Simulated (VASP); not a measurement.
# Cu (P6_3/mmc) in VASP: single point with PBE

Aim: the single point of Cu with PBE.

Everything below comes from runs of VASP 6.6.1. Logs are shortened: lines on timing, memory, paths and dates and some standing lists are left out, and cuts for length are marked.

### Step 1. The cell of the first run

The structure is hexagonal, space group P6_3/mmc (No. 194). The conventional cell has a = 2.661 Å, b = 2.661 Å, c = 4.113 Å, α = 90.00°, β = 90.00°, γ = 120.00°. Within 3.4 Å of Cu (site symmetry -6m2) lie 12 Cu at 2.57 to 2.66 Å.

This isn't the form of Cu at room conditions, which is fcc.

### Step 2. Single point, PBE (strain +0.050 along x and y, +0.000 along z)

INCAR reads:

```
ALGO = Normal
EDIFF = 1E-6
ENCUT = 820
GGA = PE
GGA_COMPAT = False
ISIF = 2
ISMEAR = 0
LASPH = True
LCHARG = False
LREAL = False
LWAVE = False
NBANDS = 26
NELM = 120
PREC = Accurate
SIGMA = 0.15
```

KPOINTS reads:

```
k-points
0
Gamma
  24 24 12
```

POSCAR reads:

```
Cu
1.0
    2.6608015033      0.0000000000      0.0000000000
   -1.3304007516      2.3043216963      0.0000000000
    0.0000000000      0.0000000000      4.1125710000
Cu
2
Direct
    0.3333333333      0.6666666667      0.2500000000
    0.6666666667      0.3333333333      0.7500000000
```

Potentials or basis: VASP PAW PBE potentials, release 64 (Cu_sv_GW).

On the command line:

```bash
cat potpaw_PBE.64/Cu_sv_GW/POTCAR > POTCAR
mpirun -np 1 vasp_std > vasp.out
```

OUTCAR:

```text
EDIFF = 1E-6
   ENCUT = 820
   GGA = PE
   ISIF = 2
   ISMEAR = 0
   LASPH = True
   LREAL = False
   NELM = 120
   PREC = Accurate

 ion  position               nearest neighbor table
   1  0.333  0.667  0.250-   2 2.57   2 2.57   2 2.57   2 2.57   2 2.57   2 2.57
   2  0.667  0.333  0.750-   1 2.57   1 2.57   1 2.57   1 2.57   1 2.57   1 2.57

  LATTYP: Found a hexagonal cell.
 ALAT       =     2.6608015033
 C/A-ratio  =     1.5456136036

  Lattice vectors:

 A1 = (   2.6608015033,   0.0000000000,   0.0000000000)
 A2 = (  -1.3304007516,   2.3043216963,   0.0000000000)
 A3 = (   0.0000000000,   0.0000000000,   4.1125710000)

Analysis of symmetry for initial positions (statically):
=====================================================================
 Subroutine PRICEL returns:
 Original cell was already a primitive cell.

 Routine SETGRP: Setting up the symmetry group for a
 hexagonal supercell.

 Subroutine GETGRP returns: Found 24 space group operations
 (whereof 12 operations were pure point group operations)
 out of a pool of 24 trial point group operations.

The static configuration has the point symmetry D_3d.
 The point group associated with its full space group is D_6h.

Analysis of symmetry for dynamics (positions and initial velocities):
=====================================================================
 Subroutine PRICEL returns:
 Original cell was already a primitive cell.

 Routine SETGRP: Setting up the symmetry group for a
 hexagonal supercell.

 Subroutine GETGRP returns: Found 24 space group operations
 (whereof 12 operations were pure point group operations)
 out of a pool of 24 trial point group operations.

The dynamic configuration has the point symmetry D_3d.
 The point group associated with its full space group is D_6h.

 Subroutine INISYM returns: Found 24 space group operations
 (whereof 12 operations are pure point group operations),
 and found     1 'primitive' translations

----------------------------------------------------------------------------------------

                                     Primitive cell

  volume of cell :      25.2156

  direct lattice vectors                    reciprocal lattice vectors
     2.660801503  0.000000000  0.000000000     0.375826607  0.216983593  0.000000000
    -1.330400752  2.304321696  0.000000000     0.000000000  0.433967185  0.000000000
     0.000000000  0.000000000  4.112571000     0.000000000  0.000000000  0.243156896

  length of vectors
     2.660801503  2.660801503  4.112571000     0.433967185  0.433967185  0.243156896

  position of ions in fractional coordinates (direct lattice)
     0.333333333  0.666666667  0.250000000
     0.666666667  0.333333333  0.750000000

  ion indices of the primitive-cell ions
   primitive index   ion index
                 1           1
                 2           2

----------------------------------------------------------------------------------------

 KPOINTS: k-points

Automatic generation of k-mesh.
 Grid dimensions read from file:
 generate k-points for:   24   24   12

 Generating k-lattice:

  Cartesian coordinates                     Fractional coordinates (reciprocal lattice)
     0.015659442  0.009040983  0.000000000     0.041666667  0.000000000  0.000000000
     0.000000000  0.018081966  0.000000000     0.000000000  0.041666667  0.000000000
     0.000000000  0.000000000  0.020263075     0.000000000  0.000000000  0.083333333

  Length of vectors
     0.018081966  0.018081966  0.020263075

  Shift w.r.t. Gamma in fractional coordinates (k-lattice)
     0.000000000  0.000000000  0.000000000

 Subroutine IBZKPT returns following result:
 ===========================================

 Found    427 irreducible k-points:

 Following reciprocal coordinates:
            Coordinates               Weight
  0.000000  0.000000  0.000000      1.000000
  0.041667  0.000000  0.000000      6.000000
  0.083333  0.000000  0.000000      6.000000
  0.125000  0.000000  0.000000      6.000000
  0.166667 -0.000000  0.000000      6.000000
  0.208333  0.000000  0.000000      6.000000
[... 16 lines left out ...]
  0.416667  0.041667  0.000000     12.000000
  0.458333  0.041667  0.000000     12.000000
 [... further k-points ...]
   k-points           NKPTS =    427   k-points in BZ     NKDIM =    427   number of bands    NBANDS=     26
   number of dos      NEDOS =    301   number of ions     NIONS =      2
   total plane-waves  NPLWV =  31360
   dimension x,y,z NGX =    28 NGY =   28 NGZ =   40
   dimension x,y,z NGXF=    56 NGYF=   56 NGZF=   80
   ions per type =               2
   NGX,Y,Z   is equivalent  to a cutoff of  17.49, 17.49, 16.17 a.u.
   NGXF,Y,Z  is equivalent  to a cutoff of  34.99, 34.99, 32.34 a.u.
 SYSTEM =  unknown system
   PREC   = accura    normal or accurate (medium, high low for compatibility)
   ISTART =      0    job   : 0-new  1-cont  2-samecut
   ICHARG =      2    charge: 1-file 2-atom 10-const
   ISPIN  =      1    spin polarized calculation?
   LNONCOLLINEAR =      F non collinear calculations
   LSORBIT =      F    spin-orbit coupling
   LASPH  =      T    aspherical Exc in radial PAW
   ENCUT  =  820.0 eV  60.27 Ry    7.76 a.u.   6.21  6.21  9.60*2*pi/ulx,y,z
   NELM   =    120;   NELMIN=  2; NELMDL= -5     # of ELM steps
   EDIFF  = 0.1E-05   stopping-criterion for ELM
   LREAL  =      F    real-space projection
   EDIFFG = 0.1E-04   stopping-criterion for IOM
   NSW    =      0    number of steps for IOM
   IBRION =     -1    ionic relax: 0-MD 1-quasi-New 2-CG
   NFREE  =      0    steps in history (QN), initial steepest desc. (CG)
   ISIF   =      2    stress and relaxation
   ISYM   =      2    0-nonsym 1-usesym 2-fastsym
   POTIM  = 0.5000    time-step for ionic-motion
   TEBEG  =    0.0;   TEEND  =   0.0 temperature during run
   PSTRESS=    0.0 pullay stress
   NELECT =      38.0000    total number of electrons
   NUPDOWN=      -1.0000    fix difference up-down
   EMIN   =  10.00;   EMAX   =-10.00  energy-range for DOS
   EFERMI =   0.00;   METHOD = LEGACY
   ISMEAR =     0;   SIGMA  =   0.15  broadening in eV -4-tet -1-fermi 0-gaus
   EFERMI_NEDOS =   21; number of points for ismear=-14 and -15
   IALGO  =     38    algorithm
   IMIX   =      4    mixing-type and parameters
     AMIX     =   0.40;   BMIX     =  1.00
     AMIX_MAG =   1.60;   BMIX_MAG =  1.00
  volume/ion in A,a.u.               =      12.61        85.08
  Fermi-wavevector in a.u.,A,eV,Ry     =   1.876923  3.546869 47.931127  3.522838
  Thomas-Fermi vector in A             =   2.921306
   LORBIT       =      0    0 simple, 1 ext, 2 COOP (PROOUT), +10 PAW based schemes
   GGA     = PE    functional components
   LHFCALC =     F    Hartree Fock is set to
   AEXX    =    0.0000 exact exchange contribution
   IVDW    =     0    specifies the selected vdW correction
   LEPSILON=     F    determine dielectric tensor
   LRPA    =     F    only Hartree local field effects (RPA)
 non-spin polarized calculation
 Gauss-broadening in eV      SIGMA  =   0.15
  energy-cutoff  :      820.00
  volume of cell :       25.22
 maximum number of plane-waves:      1363
 NGX is ok and might be reduce to    28
   NGX = 13   NGY = 13   NGZ = 19

 number of electron      38.0000011 magnetization

 Free energy of the ion-electron system (eV)
  ---------------------------------------------------
  ext. energy  EPLUGINS =         0.00000000
  ---------------------------------------------------
  free energy    TOTEN  =        -7.52862068 eV

  energy without entropy =       -7.52178907  energy(sigma->0) =       -7.52520488

 E-fermi :   6.8182     XC(G=0): -12.9445

 val. band max:        6.8109757736   @ k =   0.3750  -0.0000   0.4167
 cond. band min:       6.8247786553   @ k =   0.2083   0.1250   0.3333
 fundamental gap:      0.0138028817
 Fermi energy:         6.8181848916

 k-point     1 :       0.0000    0.0000    0.0000
  band No.  band energies     occupation
      1    -105.6157      2.00000
      2    -105.6027      2.00000
      3     -63.0458      2.00000
      4     -62.9597      2.00000
      5     -62.9597      2.00000
      6     -62.9474      2.00000
[... 18 lines left out ...]
     25      28.2514      0.00000
     26      28.3229      0.00000

 k-point     2 :       0.0417    0.0000    0.0000
  band No.  band energies     occupation
      1    -105.6156      2.00000
      2    -105.6025      2.00000
      3     -63.0451      2.00000
      4     -62.9605      2.00000
      5     -62.9598      2.00000
      6     -62.9478      2.00000
[... 18 lines left out ...]
     25      28.9291      0.00000
     26      29.2044      0.00000

 k-point     3 :       0.0833    0.0000    0.0000
  band No.  band energies     occupation
      1    -105.6150      2.00000
      2    -105.6024      2.00000
      3     -63.0437      2.00000
      4     -62.9628      2.00000
      5     -62.9607      2.00000
      6     -62.9486      2.00000
[... 18 lines left out ...]
     25      29.9283      0.00000
     26      30.9824      0.00000

 k-point     4 :       0.1250    0.0000    0.0000
  band No.  band energies     occupation
      1    -105.6143      2.00000
      2    -105.6023      2.00000
      3     -63.0415      2.00000
      4     -62.9668      2.00000
      5     -62.9622      2.00000
      6     -62.9500      2.00000
[... 18 lines left out ...]
     25      29.3784      0.00000
     26      30.3267      0.00000

 k-point     5 :       0.1667   -0.0000    0.0000
  band No.  band energies     occupation
      1    -105.6135      2.00000
      2    -105.6020      2.00000
      3     -63.0382      2.00000
      4     -62.9718      2.00000
      5     -62.9640      2.00000
      6     -62.9550      2.00000
[... 18 lines left out ...]
     25      27.6172      0.00000
     26      28.8387      0.00000

 k-point     6 :       0.2083    0.0000    0.0000
  band No.  band energies     occupation
      1    -105.6125      2.00000
      2    -105.6019      2.00000
      3     -63.0345      2.00000
      4     -62.9780      2.00000
      5     -62.9663      2.00000
      6     -62.9614      2.00000
[... 427 lines left out ...]
 k-point    21 :       0.3333    0.0417    0.0000
  band No.  band energies     occupation
      1    -105.6083      2.00000
      2    -105.6016      2.00000
      3     -63.0176      2.00000
      4     -62.9992      2.00000
      5     -62.9841      2.00000
      6     -62.9737      2.00000
[... 18 lines left out ...]
     25      21.0851      0.00000
     26      25.0461      0.00000

 k-point    22 :       0.3750    0.0417    0.0000
  band No.  band energies     occupation
      1    -105.6073      2.00000
      2    -105.6017      2.00000
      3     -63.0129      2.00000
      4     -63.0038      2.00000
      5     -62.9886      2.00000
      6     -62.9755      2.00000
[... 18 lines left out ...]
     25      19.7305      0.00000
     26      24.8083      0.00000

 k-point    23 :       0.4167    0.0417    0.0000
  band No.  band energies     occupation
      1    -105.6066      2.00000
      2    -105.6018      2.00000
      3     -63.0092      2.00000
      4     -63.0071      2.00000
      5     -62.9918      2.00000
      6     -62.9766      2.00000
[... 18 lines left out ...]
     25      18.5788      0.00000
     26      24.6928      0.00000

 k-point    24 :       0.4583    0.0417    0.0000
  band No.  band energies     occupation
      1    -105.6062      2.00000
      2    -105.6020      2.00000
      3     -63.0088      2.00000
      4     -63.0069      2.00000
      5     -62.9937      2.00000
      6     -62.9774      2.00000
[... 18 lines left out ...]
     25      18.1337      0.00000
     26      24.6387      0.00000

 [... further k-points ...]

------------------------ aborting loop because EDIFF is reached ----------------------------------------

  FORCE on cell =-STRESS in cart. coord.  units (eV):
  Direction    XX          YY          ZZ          XY          YZ          ZX
  --------------------------------------------------------------------------------------
  -------------------------------------------------------------------------------------
  Total       -1.5949096     -1.5949096     -0.3789758     -0.0000000      0.0000000      0.0000000
  in kB     -101.3392440   -101.3392440    -24.0798108     -0.0000000      0.0000000      0.0000000
  external PRESSURE =     -75.5860996 kB  Pullay stress =       0.0000000 kB

 VOLUME and BASIS-vectors are now :
 -----------------------------------------------------------------------------
  energy-cutoff  :      820.00
  volume of cell :       25.22
      direct lattice vectors                 reciprocal lattice vectors
     2.660801503  0.000000000  0.000000000     0.375826607  0.216983593  0.000000000
    -1.330400752  2.304321696  0.000000000     0.000000000  0.433967185  0.000000000
     0.000000000  0.000000000  4.112571000     0.000000000  0.000000000  0.243156896

 POSITION                                       TOTAL-FORCE (eV/Angst)
 -----------------------------------------------------------------------------------
     -0.00000      1.53621      1.02814         0.000000     -0.000000      0.000000
      1.33040      0.76811      3.08443        -0.000000      0.000000      0.000000
 -----------------------------------------------------------------------------------
    total drift:                               -0.000000      0.000000     -0.000000

  FREE ENERGIE OF THE ION-ELECTRON SYSTEM (eV)
  ---------------------------------------------------
  free  energy   TOTEN  =        -7.5286206837 eV

  energy  without entropy=       -7.5217890673  energy(sigma->0) =       -7.52520488
```

It took 4.5 min on 1 thread of Intel Xeon 6975P-C (Granite Rapids), shared host; peak memory 0.59 GiB.

Results:

| Property | Result |
| --- | --- |
| Free energy | -7.5286 eV |
| Pressure | -7.6 GPa |
| Band gap on the k mesh | zero (bands 19 and 20 overlap by 5.43 eV) |

Stress tensor (GPa, compression positive):
```
-10.13   0.00   0.00
  0.00 -10.13   0.00
  0.00   0.00  -2.41
```

Levels at points of the mesh, in eV from the Fermi level:
```tsv
k point	band 15	band 16	band 17	band 18	band 19	band 20	band 21	band 22	band 23	band 24
(0.00, 0.00, 0.00)	-2.54	-2.45	-2.45	-1.62	-1.62	-0.37	4.18	19.56	19.56	20.08
(0.50, 0.00, 0.00)	-2.43	-1.64	-1.51	-1.44	-0.12	1.20	7.66	8.17	10.54	10.73
(0.00, 0.00, 0.50)	-2.86	-2.86	-1.83	-1.83	-1.83	-1.83	13.28	13.28	20.79	20.79
(0.50, 0.00, 0.50)	-1.80	-1.80	-1.56	-1.56	0.46	0.46	4.35	4.35	14.83	14.83
```

Caveat: the cell differs from its parent crystal (strain +0.050 along x and y, +0.000 along z); the stress differs along the axes, from -10 to -2 GPa.
